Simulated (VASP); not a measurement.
Write the native input for VASP 6.6.1 that does the following.

- Task: single point
- Functional: r2SCAN
- Potentials or basis: VASP PAW PBE potentials, release 64 (Ni)
- Cutoff: 520 eV
- k mesh: 17 × 17 × 9
- Occupations: fermi-dirac, width 0.05 eV
- Spin: collinear spin, ferromagnetic start
- Starting moments: [0.767, 0.767] μB
- Dipole correction: no
- Further INCAR settings: ALGO = Normal; EDIFF = 1e-06; NBANDS = 21

Crystal: Ni.

```
Ni
1.0
     2.51262    0.00000    0.00000
    -1.25631    2.17599    0.00000
     0.00000    0.00000    4.17141
Ni
2
Direct
  0.33333 0.66667 0.25000
  0.66667 0.33333 0.75000
```

This cell differs from its parent crystal: volume scaled by 1.08.

One way to write it, as run:

POSCAR

```
Ni
1.0
    2.5126165481      0.0000000000      0.0000000000
   -1.2563082740      2.1759897606      0.0000000000
    0.0000000000      0.0000000000      4.1714123561
Ni
2
Direct
    0.3333333333      0.6666666667      0.2500000000
    0.6666666667      0.3333333333      0.7500000000
```

INCAR.step1

```
ALGO     = Normal         # electronic algorithm
EDIFF    = 1E-4           # SCF threshold, eV
ENCUT    = 520            # plane-wave cutoff, eV
GGA      = PE             # functional
ISMEAR   = -1             # smearing method
ISPIN    = 2              # spin polarisation
LASPH    = T              # aspherical terms in the spheres
LCHARG   = F              # write CHGCAR
LMAXMIX  = 4              # l up to which the mixer works
LREAL    = F              # projectors in reciprocal space
LWAVE    = T              # write WAVECAR
MAGMOM   = 0.767 0.767    # initial moments
NBANDS   = 21             # bands
NELM     = 150            # most SCF steps
PREC     = Accurate       # precision mode
SIGMA    = 0.05           # smearing width, eV
```

INCAR.step2

```
ALGO     = Normal         # electronic algorithm
EDIFF    = 1E-6           # SCF threshold, eV
ENCUT    = 520            # plane-wave cutoff, eV
ISIF     = 2              # what is computed and relaxed
ISMEAR   = -1             # smearing method
ISPIN    = 2              # spin polarisation
ISTART   = 1            
LASPH    = T              # aspherical terms in the spheres
LCHARG   = F              # write CHGCAR
LMAXMIX  = 4              # l up to which the mixer works
LMIXTAU  = T            
LORBIT   = 11             # projections on sites
LREAL    = F              # projectors in reciprocal space
LWAVE    = F              # write WAVECAR
MAGMOM   = 0.767 0.767    # initial moments
METAGGA  = R2SCAN         # meta-GGA
NBANDS   = 21             # bands
NELM     = 150            # most SCF steps
PREC     = Accurate       # precision mode
SIGMA    = 0.05           # smearing width, eV
```

KPOINTS

```
k-points
0
Gamma
  17 17 9
```

Potentials or basis: VASP PAW PBE potentials, release 64 (Ni).

Launch:

```sh
$ cat potpaw_PBE.64/Ni/POTCAR > POTCAR
$ cp INCAR.step1 INCAR
$ mpirun -np 1 vasp_std > vasp.out
$ cp INCAR.step2 INCAR
$ mpirun -np 1 vasp_std > vasp.out
```

Results of the run:

```
Pressure                                              : -13.9 GPa
Net moment                                            : 1.40 μB per cell
Site moments                                          : Ni +0.73 μB
Valence electrons inside the program's atomic spheres : Ni 9.27
```

Caveat: the PAW data sets were made with another functional, which shifts forces and pressure a little.

It took 12 min on 1 thread of Oxide Virtual Turin-like Processor, on a shared host, peak memory 0.2 GiB.
